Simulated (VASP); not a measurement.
# NiO (Fm-3m) in VASP: single point with r2SCAN

Aim: the single point of NiO with r2SCAN.

Program: VASP 6.6.1. These are calculated values, not measurements. Logs are shortened: lines on timing, memory, paths and dates and some standing lists are left out, and cuts for length are marked.

**1. The cell of the first run**

It takes space group Fm-3m (No. 225, cubic). Conventional cell: a = 4.202 Å, b = 4.202 Å, c = 4.202 Å, α = 90.00°, β = 90.00°, γ = 90.00°. Within 2.8 Å of Ni (site symmetry m-3m) lie 6 O at 2.10 Å. O (site symmetry m-3m) has 6 Ni at 2.10 Å within 2.8 Å.

**2. Single point, r2SCAN, collinear spin, ferromagnetic start**

Input file POSCAR:

```
NiO
1.0
    0.0000000000      2.1007900000      2.1007900000
    2.1007900000      0.0000000000      2.1007900000
    2.1007900000      2.1007900000      0.0000000000
Ni O
1 1
Direct
    0.0000000000      0.0000000000      0.0000000000
    0.5000000000      0.5000000000      0.5000000000
```

Input file INCAR.step1:

```
SYSTEM = NiO
ALGO     = Normal         ! electronic algorithm
EDIFF    = 1E-5           ! SCF threshold, eV
ENCUT    = 660            ! plane-wave cutoff, eV
GGA      = PE             ! functional
GGA_COMPAT= .FALSE.      
ISMEAR   = -1             ! smearing method
ISPIN    = 2              ! spin polarisation
LASPH    = .TRUE.         ! aspherical terms in the spheres
LCHARG   = .FALSE.        ! write CHGCAR
LMAXMIX  = 4              ! l up to which the mixer works
LREAL    = .FALSE.        ! projectors in reciprocal space
LWAVE    = .TRUE.         ! write WAVECAR
MAGMOM   = 2 0            ! initial moments
NBANDS   = 19             ! bands
NELM     = 200            ! most SCF steps
PREC     = Accurate       ! precision mode
SIGMA    = 0.1            ! smearing width, eV
```

Input file INCAR.step2:

```
SYSTEM = NiO
ALGO     = Normal         ! electronic algorithm
EDIFF    = 1E-6           ! SCF threshold, eV
ENCUT    = 660            ! plane-wave cutoff, eV
GGA_COMPAT= .FALSE.      
ISIF     = 2              ! what is computed and relaxed
ISMEAR   = -1             ! smearing method
ISPIN    = 2              ! spin polarisation
ISTART   = 1            
LASPH    = .TRUE.         ! aspherical terms in the spheres
LCHARG   = .FALSE.        ! write CHGCAR
LMAXMIX  = 4              ! l up to which the mixer works
LMIXTAU  = .TRUE.       
LORBIT   = 11             ! projections on sites
LREAL    = .FALSE.        ! projectors in reciprocal space
LWAVE    = .FALSE.        ! write WAVECAR
MAGMOM   = 2 0            ! initial moments
METAGGA  = R2SCAN         ! meta-GGA
NBANDS   = 19             ! bands
NELM     = 200            ! most SCF steps
PREC     = Accurate       ! precision mode
SIGMA    = 0.1            ! smearing width, eV
```

Input file KPOINTS:

```
k-points
0
G
  2 2 2
  0 0 0
```

Potentials or basis: VASP PAW PBE potentials, release 64 (Ni, O).

Launch:

```console
cat potpaw_PBE.64/Ni/POTCAR potpaw_PBE.64/O/POTCAR > POTCAR
cp INCAR.step1 INCAR
mpirun -np 1 vasp_std > vasp.out
cp INCAR.step2 INCAR
mpirun -np 1 vasp_std > vasp.out
```

OUTCAR:

```text
SYSTEM = NiO
   EDIFF = 1E-6
   ENCUT = 660
   ISIF = 2
   ISMEAR = -1
   ISPIN = 2
   ISTART = 1
   LASPH = .TRUE.
   LORBIT = 11
   LREAL = .FALSE.
   METAGGA = R2SCAN
   NELM = 200
   PREC = Accurate

 ion  position               nearest neighbor table
   1  0.000  0.000  0.000-   2 2.10   2 2.10   2 2.10   2 2.10   2 2.10   2 2.10
   2  0.500  0.500  0.500-   1 2.10   1 2.10   1 2.10   1 2.10   1 2.10   1 2.10

  LATTYP: Found a face centered cubic cell.
 ALAT       =     4.2015800000

  Lattice vectors:

 A1 = (   0.0000000000,   2.1007900000,   2.1007900000)
 A2 = (   2.1007900000,   0.0000000000,   2.1007900000)
 A3 = (   2.1007900000,   2.1007900000,   0.0000000000)

Analysis of symmetry for initial positions (statically):
=====================================================================
 Subroutine PRICEL returns:
 Original cell was already a primitive cell.

 Routine SETGRP: Setting up the symmetry group for a
 face centered cubic supercell.

 Subroutine GETGRP returns: Found 48 space group operations
 (whereof 48 operations were pure point group operations)
 out of a pool of 48 trial point group operations.

The static configuration has the point symmetry O_h .

Analysis of symmetry for dynamics (positions and initial velocities):
=====================================================================
 Subroutine PRICEL returns:
 Original cell was already a primitive cell.

 Routine SETGRP: Setting up the symmetry group for a
 face centered cubic supercell.

 Subroutine GETGRP returns: Found 48 space group operations
 (whereof 48 operations were pure point group operations)
 out of a pool of 48 trial point group operations.

The dynamic configuration has the point symmetry O_h .

Analysis of structural, dynamic, and magnetic symmetry:
=====================================================================
 Subroutine PRICEL returns:
 Original cell was already a primitive cell.

 Routine SETGRP: Setting up the symmetry group for a
 face centered cubic supercell.

 Subroutine GETGRP returns: Found 48 space group operations
 (whereof 48 operations were pure point group operations)
 out of a pool of 48 trial point group operations.

The overall configuration has the point symmetry O_h .

 Subroutine INISYM returns: Found 48 space group operations
 (whereof 48 operations are pure point group operations),
 and found     1 'primitive' translations

----------------------------------------------------------------------------------------

                                     Primitive cell

  volume of cell :      18.5429

  direct lattice vectors                    reciprocal lattice vectors
     0.000000000  2.100790000  2.100790000    -0.238005703  0.238005703  0.238005703
     2.100790000  0.000000000  2.100790000     0.238005703 -0.238005703  0.238005703
     2.100790000  2.100790000  0.000000000     0.238005703  0.238005703 -0.238005703

  length of vectors
     2.970965710  2.970965710  2.970965710     0.412237969  0.412237969  0.412237969

  position of ions in fractional coordinates (direct lattice)
     0.000000000  0.000000000  0.000000000
     0.500000000  0.500000000  0.500000000

  ion indices of the primitive-cell ions
   primitive index   ion index
                 1           1
                 2           2

----------------------------------------------------------------------------------------

 KPOINTS: k-points

Automatic generation of k-mesh.
 Grid dimensions read from file:
 generate k-points for:    2    2    2

 Generating k-lattice:

  Cartesian coordinates                     Fractional coordinates (reciprocal lattice)
    -0.119002851  0.119002851  0.119002851     0.500000000  0.000000000  0.000000000
     0.119002851 -0.119002851  0.119002851     0.000000000  0.500000000  0.000000000
     0.119002851  0.119002851 -0.119002851     0.000000000  0.000000000  0.500000000

  Length of vectors
     0.206118985  0.206118985  0.206118985

  Shift w.r.t. Gamma in fractional coordinates (k-lattice)
     0.000000000  0.000000000  0.000000000

 Subroutine IBZKPT returns following result:
 ===========================================

 Found      3 irreducible k-points:

 Following reciprocal coordinates:
            Coordinates               Weight
  0.000000  0.000000  0.000000      1.000000
  0.500000  0.000000  0.000000      4.000000
  0.500000  0.500000  0.000000      3.000000
   k-points           NKPTS =      3   k-points in BZ     NKDIM =      3   number of bands    NBANDS=     19
   number of dos      NEDOS =    301   number of ions     NIONS =      2
   total plane-waves  NPLWV =  21952
   dimension x,y,z NGX =    28 NGY =   28 NGZ =   28
   dimension x,y,z NGXF=    56 NGYF=   56 NGZF=   56
   ions per type =               1   1
   NGX,Y,Z   is equivalent  to a cutoff of  15.67, 15.67, 15.67 a.u.
   NGXF,Y,Z  is equivalent  to a cutoff of  31.34, 31.34, 31.34 a.u.
 SYSTEM =  NiO
   PREC   = accura    normal or accurate (medium, high low for compatibility)
   ISTART =      1    job   : 0-new  1-cont  2-samecut
   ICHARG =      0    charge: 1-file 2-atom 10-const
   ISPIN  =      2    spin polarized calculation?
   LNONCOLLINEAR =      F non collinear calculations
   LSORBIT =      F    spin-orbit coupling
   LASPH  =      T    aspherical Exc in radial PAW
   ENCUT  =  660.0 eV  48.51 Ry    6.96 a.u.   6.22  6.22  6.22*2*pi/ulx,y,z
   NELM   =    200;   NELMIN=  2; NELMDL=  0     # of ELM steps
   EDIFF  = 0.1E-05   stopping-criterion for ELM
   LREAL  =      F    real-space projection
   EDIFFG = 0.1E-04   stopping-criterion for IOM
   NSW    =      0    number of steps for IOM
   IBRION =     -1    ionic relax: 0-MD 1-quasi-New 2-CG
   NFREE  =      0    steps in history (QN), initial steepest desc. (CG)
   ISIF   =      2    stress and relaxation
   ISYM   =      2    0-nonsym 1-usesym 2-fastsym
   POTIM  = 0.5000    time-step for ionic-motion
   TEBEG  =    0.0;   TEEND  =   0.0 temperature during run
   PSTRESS=    0.0 pullay stress
   NELECT =      16.0000    total number of electrons
   NUPDOWN=      -1.0000    fix difference up-down
   EMIN   =  10.00;   EMAX   =-10.00  energy-range for DOS
   EFERMI =   0.00;   METHOD = LEGACY
   ISMEAR =    -1;   SIGMA  =   0.10  broadening in eV -4-tet -1-fermi 0-gaus
   EFERMI_NEDOS =   21; number of points for ismear=-14 and -15
   IALGO  =     38    algorithm
   IMIX   =      4    mixing-type and parameters
     AMIX     =   0.40;   BMIX     =  1.00
     AMIX_MAG =   1.60;   BMIX_MAG =  1.00
  volume/ion in A,a.u.               =       9.27        62.57
  Fermi-wavevector in a.u.,A,eV,Ry     =   1.558555  2.945242 33.049834  2.429094
  Thomas-Fermi vector in A             =   2.662043
   LORBIT       =     11    0 simple, 1 ext, 2 COOP (PROOUT), +10 PAW based schemes
   METAGGA = R2SCAN    functional components
   LHFCALC =     F    Hartree Fock is set to
   AEXX    =    0.0000 exact exchange contribution
   IVDW    =     0    specifies the selected vdW correction
   LEPSILON=     F    determine dielectric tensor
   LRPA    =     F    only Hartree local field effects (RPA)
 spin polarized calculation
  energy-cutoff  :      660.00
  volume of cell :       18.54
 maximum number of plane-waves:       725
 NGX is ok and might be reduce to    28
   NGX = 13   NGY = 13   NGZ = 13

 number of electron      15.9999998 magnetization       0.0000000

 number of electron      15.9999998 magnetization      -0.0000000

 Free energy of the ion-electron system (eV)
  ---------------------------------------------------
  ext. energy  EPLUGINS =         0.00000000
  ---------------------------------------------------
  free energy    TOTEN  =       -19.60010695 eV

  energy without entropy =      -19.59978538  energy(sigma->0) =      -19.59994617

 E-fermi :   8.1350     XC(G=0): -13.2431

 val. band max:        7.2860598540   @ k =   0.5000   0.5000   0.0000
 cond. band min:       9.0784688236   @ k =   0.5000   0.0000   0.0000
 fundamental gap:      1.7924089695
 Fermi energy:         8.1349517886

 spin component 1

 k-point     1 :       0.0000    0.0000    0.0000
  band No.  band energies     occupation
      1     -13.9864      1.00000
      2       4.1801      1.00000
      3       4.1801      1.00000
      4       4.1801      1.00000
      5       5.7122      1.00000
      6       5.7123      1.00000
[... 11 lines left out ...]
     18      34.4086      0.00000
     19      34.4086      0.00000

 k-point     2 :       0.5000    0.0000    0.0000
  band No.  band energies     occupation
      1     -12.7436      1.00000
      2      -0.7440      1.00000
      3       2.0230      1.00000
      4       2.0230      1.00000
      5       6.5252      1.00000
      6       6.5253      1.00000
[... 11 lines left out ...]
     18      37.0559      0.00000
     19      37.0559      0.00000

 k-point     3 :       0.5000    0.5000    0.0000
  band No.  band energies     occupation
      1     -12.6757      1.00000
      2       0.4241      1.00000
      3       2.9219      1.00000
      4       2.9219      1.00000
      5       4.7956      1.00000
      6       6.7534      1.00000
[... 11 lines left out ...]
     18      40.7804      0.00000
     19      41.0977      0.00000
 Fermi energy:         8.1349517886

 spin component 2

 k-point     1 :       0.0000    0.0000    0.0000
  band No.  band energies     occupation
      1     -13.9864      1.00000
      2       4.1801      1.00000
      3       4.1801      1.00000
      4       4.1801      1.00000
      5       5.7122      1.00000
      6       5.7123      1.00000
[... 11 lines left out ...]
     18      34.4086      0.00000
     19      34.4086      0.00000

 k-point     2 :       0.5000    0.0000    0.0000
  band No.  band energies     occupation
      1     -12.7436      1.00000
      2      -0.7440      1.00000
      3       2.0230      1.00000
      4       2.0230      1.00000
      5       6.5252      1.00000
      6       6.5253      1.00000
[... 11 lines left out ...]
     18      37.0559      0.00000
     19      37.0559      0.00000

 k-point     3 :       0.5000    0.5000    0.0000
  band No.  band energies     occupation
      1     -12.6757      1.00000
      2       0.4241      1.00000
      3       2.9219      1.00000
      4       2.9219      1.00000
      5       4.7956      1.00000
      6       6.7534      1.00000
[... 11 lines left out ...]
     18      40.7804      0.00000
     19      41.0977      0.00000

------------------------ aborting loop because EDIFF is reached ----------------------------------------

  FORCE on cell =-STRESS in cart. coord.  units (eV):
  Direction    XX          YY          ZZ          XY          YZ          ZX
  --------------------------------------------------------------------------------------
  -------------------------------------------------------------------------------------
  Total       -2.3176759     -2.3176759     -2.3176759     -0.0000000     -0.0000000      0.0000000
  in kB     -200.2559244   -200.2559244   -200.2559244     -0.0000000     -0.0000000      0.0000000
  external PRESSURE =    -200.2559244 kB  Pullay stress =       0.0000000 kB

 VOLUME and BASIS-vectors are now :
 -----------------------------------------------------------------------------
  energy-cutoff  :      660.00
  volume of cell :       18.54
      direct lattice vectors                 reciprocal lattice vectors
     0.000000000  2.100790000  2.100790000    -0.238005703  0.238005703  0.238005703
     2.100790000  0.000000000  2.100790000     0.238005703 -0.238005703  0.238005703
     2.100790000  2.100790000  0.000000000     0.238005703  0.238005703 -0.238005703

 POSITION                                       TOTAL-FORCE (eV/Angst)
 -----------------------------------------------------------------------------------
      0.00000      0.00000      0.00000        -0.000000     -0.000000     -0.000000
      2.10079      2.10079      2.10079         0.000000      0.000000      0.000000
 -----------------------------------------------------------------------------------
    total drift:                                0.000000      0.000000      0.000000

  FREE ENERGIE OF THE ION-ELECTRON SYSTEM (eV)
  ---------------------------------------------------
  free  energy   TOTEN  =       -19.6001069534 eV

  energy  without entropy=      -19.5997853811  energy(sigma->0) =      -19.59994617

 total charge

# of ion       s       p       d       tot
------------------------------------------
    1        0.252   0.371   8.435   9.059
    2        1.556   3.408   0.000   4.964
--------------------------------------------------
tot          1.808   3.779   8.435  14.023

 magnetization (x)

# of ion       s       p       d       tot
------------------------------------------
    1       -0.000   0.000  -0.000  -0.000
    2        0.000   0.000   0.000   0.000
--------------------------------------------------
tot          0.000   0.000  -0.000   0.000
```

It took 91 s on 1 thread of Intel Xeon 8259CL, shared host; peak memory 0.18 GiB.

What came out:

```yaml
Free_energy: -19.6001 eV
Pressure: -20.0 GPa
Band_gap_on_the_k_mesh: zero (filled and empty bands overlap)
Net_moment: 0.00 μB per cell
Valence_electrons_inside_the_program's_atomic_spheres: Ni 9.06; O 4.96
```

Caveat: the k points lie up to 1.30 Å⁻¹ apart; the starting moments collapsed, and a magnetic state may lie lower; the PAW data sets were made with another functional, which shifts forces and pressure a little; semilocal functionals often make such compounds metallic where correlation or magnetic order opens a gap, which also shifts bond lengths.
